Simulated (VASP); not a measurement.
A run of VASP 6.6.1 is set up as follows.

INCAR

```
SYSTEM = Si3B3I
  PREC = Accurate
  ENCUT = 520
  EDIFF = 1E-7
  ISMEAR = 0
  SIGMA = 0.1
  LREAL = .FALSE.
  LASPH = .TRUE.
  NELM = 60
  ALGO = Normal
  ISIF = 2
  LWAVE = .FALSE.
  LCHARG = .FALSE.
  GGA = PE
  NBANDS = 23
```

KPOINTS

```
Automatic mesh
0
G
  8 8 8
  0 0 0
```

File POSCAR:

```
Si3B3I
1.0
    4.9017735195      0.0000000000      0.0000000000
    0.0000000000      4.9017735195      0.0000000000
    0.0000000000      0.0000000000      4.9017735195
Si B I
3 3 1
Direct
    0.5000000000      0.0000000000      0.0000000000
    0.0000000000      0.5000000000      0.0000000000
    0.0000000000      0.0000000000      0.5000000000
    0.0000000000      0.5000000000      0.5000000000
    0.5000000000      0.0000000000      0.5000000000
    0.5000000000      0.5000000000      0.0000000000
    0.0000000000      0.0000000000      0.0000000000
```

Potentials or basis: VASP PAW PBE potentials, release 64 (Si, B, I).

Launch:

```sh
$ cat potpaw_PBE.64/Si/POTCAR potpaw_PBE.64/B/POTCAR potpaw_PBE.64/I/POTCAR > POTCAR
$ mpirun -np 1 vasp_std > vasp.out
```

**Question.** Estimate the band gap on the k mesh.

**Answer.** Zero (band 14 reaches 7.20 eV, above the bottom of band 15 at 4.01 eV).

**Question.** Predict the pressure.

**Answer.** 0.0 GPa.

Caveat: spin-orbit coupling is left out, which moves the levels of the heavy elements.
